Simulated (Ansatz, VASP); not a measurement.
CaF2: VASP beside Ansatz

INCAR

```
SYSTEM = CaF2
PREC = Accurate ; ENCUT = 520
EDIFF = 1E-6 ; ISMEAR = 0
SIGMA = 0.05 ; LREAL = .False.
LASPH = .True. ; NELM = 120
ALGO = Normal ; ISIF = 2
LWAVE = .False. ; LCHARG = .False.
LDIPOL = .True. ; IDIPOL = 3
DIPOL = 0.5 0.5 0.458 ; GGA = PE
IVDW = 12 ; NBANDS = 114
GGA_COMPAT = .False. ; NELMDL = -8
```

The input KPOINTS:

```
regular mesh
0
Gamma
  2 3 1
  0 0 0
```

File POSCAR:

```
CaF2
1.0
    7.7347822766      0.0000000000      0.0000000000
    0.0000000000      5.4693169988      0.0000000000
    0.0000000000      0.0000000000     23.8010867075
Ca F
8 16
Direct
    0.2500000000      0.5000000000      0.3361191066
    0.7500000000      0.5000000000      0.3361191066
    0.5000000000      0.0000000000      0.4173631100
    0.0000000000      0.0000000000      0.4173631100
    0.7501904412      0.4997561977      0.5024041883
    0.2498739108      0.4997614173      0.5022342172
   -0.0003510234     -0.0004192682      0.5739992185
    0.5005837958     -0.0003670800      0.5746489285
    0.5000000000      0.7500000000      0.3361191066
    0.0000000000      0.7500000000      0.3361191066
    0.5000000000      0.2500000000      0.3361191066
    0.0000000000      0.2500000000      0.3361191066
    0.7500000000      0.2500000000      0.4173631100
    0.2500000000      0.2500000000      0.4173631100
    0.7500000000      0.7500000000      0.4173631100
    0.2500000000      0.7500000000      0.4173631100
   -0.0001441569      0.7484887373      0.4984142775
    0.5001701621      0.7487982371      0.4989327978
   -0.0002281857      0.2510151244      0.4983758524
    0.5002831396      0.2507670150      0.4989315546
    0.2482499594      0.2368910005      0.5806043722
    0.7518061144      0.2380120611      0.5811609309
    0.2484367845      0.7619002303      0.5808988841
    0.7515468083      0.7610245017      0.5812676096
```

Input for Ansatz:

```yaml
crystal:
  lattice:
    - [7.7347822766, 0.0, 0.0]
    - [0.0, 5.4693169988, 0.0]
    - [0.0, 0.0, 23.8010867075]
  atoms:
    - { symbol: Ca, position: [0.25, 0.5, 0.3361191066] }
    - { symbol: Ca, position: [0.75, 0.5, 0.3361191066] }
    - { symbol: F, position: [0.5, 0.75, 0.3361191066] }
    - { symbol: F, position: [0.0, 0.75, 0.3361191066] }
    - { symbol: F, position: [0.5, 0.25, 0.3361191066] }
    - { symbol: F, position: [0.0, 0.25, 0.3361191066] }
    - { symbol: Ca, position: [0.5, 0.0, 0.41736311] }
    - { symbol: Ca, position: [0.0, 0.0, 0.41736311] }
    - { symbol: F, position: [0.75, 0.25, 0.41736311] }
    - { symbol: F, position: [0.25, 0.25, 0.41736311] }
    - { symbol: F, position: [0.75, 0.75, 0.41736311] }
    - { symbol: F, position: [0.25, 0.75, 0.41736311] }
    - { symbol: Ca, position: [0.7501904412, 0.4997561977, 0.5024041883] }
    - { symbol: Ca, position: [0.2498739108, 0.4997614173, 0.5022342172] }
    - { symbol: F, position: [-0.0001441569, 0.7484887373, 0.4984142775] }
    - { symbol: F, position: [0.5001701621, 0.7487982371, 0.4989327978] }
    - { symbol: F, position: [-0.0002281857, 0.2510151244, 0.4983758524] }
    - { symbol: F, position: [0.5002831396, 0.250767015, 0.4989315546] }
    - { symbol: Ca, position: [-0.0003510234, -0.0004192682, 0.5739992185] }
    - { symbol: Ca, position: [0.5005837958, -0.00036708, 0.5746489285] }
    - { symbol: F, position: [0.2482499594, 0.2368910005, 0.5806043722] }
    - { symbol: F, position: [0.7518061144, 0.2380120611, 0.5811609309] }
    - { symbol: F, position: [0.2484367845, 0.7619002303, 0.5808988841] }
    - { symbol: F, position: [0.7515468083, 0.7610245017, 0.5812676096] }
basis:
  ecutwfc: 420
kpoints:
  mp_grid: { grid: [2, 3, 1] }
hamiltonian:
  xc: pbe
  dispersion: d3bj
scf:
  occupations: { method: gaussian, width: 0.05 }
output:
  forces: true
  eigenvalues: true
  write_density: true
  volumetric_format: npy
efield:
  axis: 3
  dipole_correction: true
  ramp_width: 0.04
```

Alike in both runs: task single point; functional PBE; dispersion D3(BJ); k mesh 2 × 3 × 1; occupations gaussian, width 0.05 eV; no spin polarisation.

|  | VASP | Ansatz |
| --- | --- | --- |
| version | VASP 6.6.1 | Ansatz 0.2.0 |
| potentials or method | VASP PAW PBE potentials, release 64 (Ca_sv, F), cutoff 520 eV | scalar-relativistic, plane waves, PAW |
| valence electrons in the cell | 192 | 192 |

```tsv
	VASP	Ansatz	Ansatz less VASP
gap on the k mesh at the Fermi level (eV)	4.99	5.00	+0.008
least direct gap on the mesh (eV)	4.99	5.00	+0.008
rms of the force components (eV/Å)	0.293	0.298	+0.0052
```
